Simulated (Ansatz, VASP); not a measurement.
Re3Hg: VASP beside Ansatz

```
CELL_PARAMETERS angstrom
3.98493 0.00000 0.00000
0.00000 3.98493 0.00000
0.00000 0.00000 3.98493
ATOMIC_POSITIONS crystal
Re 0.00000 0.50000 0.50000
Re 0.50000 0.00000 0.50000
Re 0.50000 0.50000 0.00000
Hg 0.00000 0.00000 0.00000
```

Alike in both runs: functional PBE; k mesh 4 × 4 × 4; occupations gaussian, width 0.1 eV; no spin polarisation.

Ansatz relaxed the structure, and its values are those at the end. VASP's run is a single point on that final structure, the one shown.

|  | VASP | Ansatz |
| --- | --- | --- |
| version | VASP 6.6.1 | Ansatz 0.2.0 |
| potentials or method | VASP PAW PBE potentials, release 64 (Re, Hg), cutoff 520 eV | scalar-relativistic, plane waves, PAW |
| valence electrons in the cell | 33 | 65 |

Ansatz gave:

| Quantity | Value |
| --- | --- |
| gap on the k mesh at the Fermi level (eV) | none |
| pressure (GPa) | 0.3 |

Question: Which values does VASP return?

Answer: gap on the k mesh at the Fermi level (eV): none; pressure (GPa): 1.1.

A gap of «none» marks a metal or a gap that the smearing closes. VASP's potentials hold 33 valence electrons a cell and Ansatz's 65, so a difference there can come from the potentials and not from the codes.

The k mesh is coarse, so the values compare programs but aren't converged. Neither program's run includes spin-orbit coupling.
